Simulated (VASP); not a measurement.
# Yb (P6/mmm) in VASP: single point with LDA

Aim: the single point of Yb with LDA.

All numbers are computed with VASP 6.6.1; they aren't measurements. Logs are shortened: lines on timing, memory, paths and dates and some standing lists are left out, and cuts for length are marked.

## 1. The cell of the first run

The structure is hexagonal, space group P6/mmm (No. 191). Conventional cell: a = 5.406 Å, b = 5.406 Å, c = 3.203 Å, α = 90.00°, β = 90.00°, γ = 120.00°. Yb (site symmetry 6/mmm) has 14 Yb at 3.20 to 3.51 Å within 4.2 Å. Within 4.1 Å of Yb (site symmetry -6m2) lie 11 Yb at 3.12 to 3.51 Å.

This isn't the form of Yb at room conditions, which is fcc.

## 2. Single point, LDA (27.02 Å³/atom)

File INCAR:

```
SYSTEM = Yb
PREC     = Accurate       ! precision mode
ENCUT    = 520            ! plane-wave cutoff, eV
EDIFF    = 1E-6           ! SCF threshold, eV
ISMEAR   = -1             ! smearing method
SIGMA    = 0.1            ! smearing width, eV
LREAL    = .FALSE.        ! projectors in reciprocal space
LASPH    = .TRUE.         ! aspherical terms in the spheres
NELM     = 100            ! most SCF steps
ALGO     = Normal         ! electronic algorithm
ISIF     = 2              ! what is computed and relaxed
LWAVE    = .FALSE.        ! write WAVECAR
LCHARG   = .TRUE.         ! write CHGCAR
GGA      = CA             ! functional
LELF     = .TRUE.         ! ELF
LVHAR    = .TRUE.       
NBANDS   = 43             ! bands
```

File KPOINTS:

```
regular mesh
0
G
  8 8 11
  0 0 0
```

File POSCAR:

```
Yb
1.0
    5.4059713433      0.0000000000      0.0000000000
   -2.7029856716      4.6817085154      0.0000000000
    0.0000000000      0.0000000000      3.2027444843
Yb
3
Direct
    1.0000000000      1.0000000000      0.0000000000
    0.3333333333      0.6666666667      0.5000000000
    0.6666666667      0.3333333333      0.5000000000
```

Potentials or basis: VASP PAW PBE potentials, release 64 (Yb).

On the command line:

```sh
$ cat potpaw_PBE.64/Yb/POTCAR > POTCAR
$ mpirun -np 1 vasp_std > vasp.out
```

OUTCAR:

```text
SYSTEM = Yb
   PREC = Accurate
   ENCUT = 520
   EDIFF = 1E-6
   ISMEAR = -1
   LREAL = .FALSE.
   LASPH = .TRUE.
   NELM = 100
   ISIF = 2
   GGA = CA

 ion  position               nearest neighbor table
   1  0.000  0.000  0.000-   2 3.51   3 3.51   2 3.51   3 3.51   2 3.51   2 3.51   3 3.51   3 3.51
                             3 3.51   3 3.51   2 3.51   2 3.51
   2  0.333  0.667  0.500-   3 3.12   3 3.12   3 3.12   1 3.51   1 3.51   1 3.51   1 3.51   1 3.51
                             1 3.51
   3  0.667  0.333  0.500-   2 3.12   2 3.12   2 3.12   1 3.51   1 3.51   1 3.51   1 3.51   1 3.51
                             1 3.51

  LATTYP: Found a hexagonal cell.
 ALAT       =     5.4059713433
 C/A-ratio  =     0.5924457014

  Lattice vectors:

 A1 = (   5.4059713433,   0.0000000000,   0.0000000000)
 A2 = (  -2.7029856716,   4.6817085154,   0.0000000000)
 A3 = (   0.0000000000,   0.0000000000,   3.2027444843)

Analysis of symmetry for initial positions (statically):
=====================================================================
 Subroutine PRICEL returns:
 Original cell was already a primitive cell.

 Routine SETGRP: Setting up the symmetry group for a
 hexagonal supercell.

 Subroutine GETGRP returns: Found 24 space group operations
 (whereof 24 operations were pure point group operations)
 out of a pool of 24 trial point group operations.

The static configuration has the point symmetry D_6h.

Analysis of symmetry for dynamics (positions and initial velocities):
=====================================================================
 Subroutine PRICEL returns:
 Original cell was already a primitive cell.

 Routine SETGRP: Setting up the symmetry group for a
 hexagonal supercell.

 Subroutine GETGRP returns: Found 24 space group operations
 (whereof 24 operations were pure point group operations)
 out of a pool of 24 trial point group operations.

The dynamic configuration has the point symmetry D_6h.

 Subroutine INISYM returns: Found 24 space group operations
 (whereof 24 operations are pure point group operations),
 and found     1 'primitive' translations

----------------------------------------------------------------------------------------

                                     Primitive cell

  volume of cell :      81.0588

  direct lattice vectors                    reciprocal lattice vectors
[... 86 lines left out ...]
   LASPH  =      T    aspherical Exc in radial PAW
   ENCUT  =  520.0 eV  38.22 Ry    6.18 a.u.  10.05 10.05  5.95*2*pi/ulx,y,z
   NELM   =    100;   NELMIN=  2; NELMDL= -5     # of ELM steps
   EDIFF  = 0.1E-05   stopping-criterion for ELM
   LREAL  =      F    real-space projection
   EDIFFG = 0.1E-04   stopping-criterion for IOM
   NSW    =      0    number of steps for IOM
   IBRION =     -1    ionic relax: 0-MD 1-quasi-New 2-CG
   NFREE  =      0    steps in history (QN), initial steepest desc. (CG)
   ISIF   =      2    stress and relaxation
   ISYM   =      2    0-nonsym 1-usesym 2-fastsym
   POTIM  = 0.5000    time-step for ionic-motion
   TEBEG  =    0.0;   TEEND  =   0.0 temperature during run
   PSTRESS=    0.0 pullay stress
   NELECT =      72.0000    total number of electrons
   NUPDOWN=      -1.0000    fix difference up-down
   EMIN   =  10.00;   EMAX   =-10.00  energy-range for DOS
   EFERMI =   0.00;   METHOD = LEGACY
   ISMEAR =    -1;   SIGMA  =   0.10  broadening in eV -4-tet -1-fermi 0-gaus
   EFERMI_NEDOS =   21; number of points for ismear=-14 and -15
   IALGO  =     38    algorithm
   IMIX   =      4    mixing-type and parameters
     AMIX     =   0.40;   BMIX     =  1.00
     AMIX_MAG =   1.60;   BMIX_MAG =  1.00
  volume/ion in A,a.u.               =      27.02       182.34
  Fermi-wavevector in a.u.,A,eV,Ry     =   1.573689  2.973841 33.694781  2.476497
  Thomas-Fermi vector in A             =   2.674936
   LORBIT       =      0    0 simple, 1 ext, 2 COOP (PROOUT), +10 PAW based schemes
   GGA     = CA    functional components
   LHFCALC =     F    Hartree Fock is set to
   AEXX    =    0.0000 exact exchange contribution
   IVDW    =     0    specifies the selected vdW correction
   LEPSILON=     F    determine dielectric tensor
   LRPA    =     F    only Hartree local field effects (RPA)
 non-spin polarized calculation
  energy-cutoff  :      520.00
  volume of cell :       81.06
 maximum number of plane-waves:      2204
   NGX = 21   NGY = 21   NGZ = 11

 number of electron      72.0000028 magnetization

 Free energy of the ion-electron system (eV)
  ---------------------------------------------------
  ext. energy  EPLUGINS =         0.00000000
  ---------------------------------------------------
  free energy    TOTEN  =       -12.43469452 eV

  energy without entropy =      -12.21780955  energy(sigma->0) =      -12.32625204

 E-fermi :   2.1636     XC(G=0): -11.1432

 val. band max:        2.1583704809   @ k =   0.1250  -0.0000   0.2727
 cond. band min:       2.1726925442   @ k =   0.1250  -0.0000   0.2727
 fundamental gap:      0.0143220632
 Fermi energy:         2.1635671145

 k-point     1 :       0.0000    0.0000    0.0000
  band No.  band energies     occupation
      1     -49.1569      2.00000
      2     -49.0691      2.00000
      3     -49.0543      2.00000
      4     -21.9623      2.00000
      5     -21.9623      2.00000
      6     -21.6970      2.00000
[... 1093 lines left out ...]
     42       4.8164      0.00000
     43       5.4010      0.00000

 [... further k-points ...]

------------------------ aborting loop because EDIFF is reached ----------------------------------------

  FORCE on cell =-STRESS in cart. coord.  units (eV):
  Direction    XX          YY          ZZ          XY          YZ          ZX
  --------------------------------------------------------------------------------------
  -------------------------------------------------------------------------------------
  Total        1.4117697      1.4117697      1.4395048      0.0000000     -0.0000000      0.0000000
  in kB       27.9044873     27.9044873     28.4526870      0.0000000     -0.0000000      0.0000000
  external PRESSURE =      28.0872205 kB  Pullay stress =       0.0000000 kB

 VOLUME and BASIS-vectors are now :
 -----------------------------------------------------------------------------
  energy-cutoff  :      520.00
  volume of cell :       81.06
      direct lattice vectors                 reciprocal lattice vectors
     5.405971343  0.000000000  0.000000000     0.184980633  0.106798618  0.000000000
    -2.702985672  4.681708515  0.000000000     0.000000000  0.213597236  0.000000000
     0.000000000  0.000000000  3.202744484     0.000000000  0.000000000  0.312232214

 POSITION                                       TOTAL-FORCE (eV/Angst)
 -----------------------------------------------------------------------------------
      0.00000      0.00000      0.00000        -0.000000      0.000000      0.000000
     -0.00000      3.12114      1.60137        -0.000000      0.000000      0.000000
      2.70299      1.56057      1.60137         0.000000     -0.000000      0.000000
 -----------------------------------------------------------------------------------
    total drift:                               -0.000000      0.000000      0.000000

  FREE ENERGIE OF THE ION-ELECTRON SYSTEM (eV)
  ---------------------------------------------------
  free  energy   TOTEN  =       -12.4346945203 eV

  energy  without entropy=      -12.2178095500  energy(sigma->0) =      -12.32625204
```

OSZICAR:

```text
N       E                     dE             d eps       ncg     rms          rms(c)
DAV:   1     0.643734410912E+03    0.64373E+03   -0.21171E+04  7382   0.109E+04
DAV:   2     0.143186245283E+03   -0.50055E+03   -0.47339E+03  8371   0.129E+03
DAV:   3     0.184263387910E+02   -0.12476E+03   -0.12233E+03  7430   0.325E+02
[... 13 lines left out ...]
DAV:  58    -0.124347025480E+02    0.17621E-04   -0.14186E-05  7421   0.395E-01    0.167E-01
DAV:  59    -0.124346946252E+02    0.79228E-05   -0.66579E-06  4901   0.318E-01    0.147E-01
DAV:  60    -0.124346918410E+02    0.27843E-05   -0.22029E-05  7540   0.205E-01    0.119E-01
DAV:  61    -0.124346943896E+02   -0.25486E-05   -0.23802E-05  7661   0.767E-02    0.496E-02
DAV:  62    -0.124346945203E+02   -0.13073E-06   -0.12846E-06  3539   0.182E-02
   1 F= -.12434695E+02 E0= -.12326252E+02  d E =-.216885E+00
```

stdout:

```text
POSCAR found type information on POSCAR Yb
 POSCAR found :  1 types and       3 ions
 scaLAPACK will be used
 -----------------------------------------------------------------------------
|                                                                             |
|                                                                             |
|     You enforced a specific xc type in the INCAR file but a different       |
|     I HOPE YOU KNOW WHAT YOU ARE DOING!                                     |
|                                                                             |
 -----------------------------------------------------------------------------

 LDA part: xc-table for (Slater(with rela. corr.)+CA(PZ))
 , standard interpolation
 POSCAR, INCAR and KPOINTS ok, starting setup
 FFT: planning ... GRIDC
 FFT: planning ... GRID_SOFT
 FFT: planning ... GRID
 WAVECAR not read
 entering main loop
```

Run time: 9.8 min. Hardware: 1 thread of Intel Xeon Platinum 8559C (Emerald Rapids), shared host; peak memory 0.3 GiB.

Results:

| Quantity | Value |
| --- | --- |
| Free energy | -12.4347 eV |
| Pressure | 2.8 GPa |
| Band gap on the k mesh | zero (bands 36 and 37 overlap by 0.89 eV) |

Levels at points of the mesh, in eV from the Fermi level:
| k point | band 33 | band 34 | band 35 | band 36 | band 37 | band 38 | band 39 | band 40 |
| --- | --- | --- | --- | --- | --- | --- | --- | --- |
| (0.00, 0.00, 0.00) | -0.46 | -0.45 | -0.43 | 0.58 | 0.58 | 0.64 | 0.64 | 0.68 |
| (0.50, 0.00, 0.00) | -0.48 | -0.47 | -0.45 | -0.43 | 1.19 | 1.20 | 1.34 | 1.66 |

Caveat: the PAW data sets were made with another functional, which shifts forces and pressure a little; spin-orbit coupling is left out, which moves the levels of the heavy elements. Spin polarisation is off, so any magnetic state and its effect on volume and gap are missing.
